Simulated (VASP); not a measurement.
A run of VASP 6.6.1 is set up as follows.

File INCAR:

```
ALGO = Normal
EDIFF = 1E-6
ENCUT = 520
GGA = PS
ISIF = 2
ISMEAR = 0
LASPH = T
LCHARG = F
LREAL = F
LWAVE = F
NBANDS = 30
NELM = 60
PREC = Accurate
SIGMA = 0.05
```

KPOINTS

```
k-points
0
Gamma
  8 8 8
```

Contents of POSCAR:

```
BaCu3
1.0
    4.3657023859      0.0000000000      0.0000000000
    0.0000000000      4.3657023859      0.0000000000
    0.0000000000      0.0000000000      4.3657023859
Ba Cu
1 3
Direct
    0.0000000000      0.0000000000      0.0000000000
    0.0000000000      0.5000000000      0.5000000000
    0.5000000000      0.5000000000      0.0000000000
    0.5000000000      0.0000000000      0.5000000000
```

Potentials or basis: VASP PAW PBE potentials, release 64 (Ba_sv, Cu).

Command:

```bash
$ cat potpaw_PBE.64/Ba_sv/POTCAR potpaw_PBE.64/Cu/POTCAR > POTCAR
$ mpirun -np 1 vasp_std > vasp.out
```

Question: Estimate the pressure.

Answer: -0.6 GPa.

Caveat: the PAW data sets were made with another functional, which shifts forces and pressure a little.
